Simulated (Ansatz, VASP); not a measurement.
One calculation of PbS, two programs

```
Pb S
1.0
     3.84877    0.00000    0.00000
    -1.92439    3.33314    0.00000
     0.00000    0.00000    3.79230
Pb S
1 1
Direct
  0.00000 0.00000 0.00000
  0.66667 0.33333 0.50000
```

Alike in both runs: task single point; functional PBEsol; k mesh 12 × 12 × 12; occupations gaussian, width 0.1 eV; no spin polarisation.

|  | VASP | Ansatz |
| --- | --- | --- |
| version | VASP 6.6.1 | Ansatz 0.2.0 |
| potentials or method | VASP PAW PBE potentials, release 64 (Pb_d, S), cutoff 520 eV | scalar-relativistic, plane waves, PAW |
| valence electrons in the cell | 20 | 20 |

|  | VASP | Ansatz | Ansatz less VASP |
| --- | --- | --- | --- |
| gap on the k mesh at the Fermi level (eV) | none | none | - |
| pressure (GPa) | 2.7 | 2.7 | +0.05 |
| traceless stress, the component that is largest in VASP (GPa) | -1.23 | -1.23 | +0.002 |

VASP's potentials were made for PBE, not for PBEsol. A gap of «none» marks a metal or a gap that the smearing closes.

Neither program's run includes spin-orbit coupling.
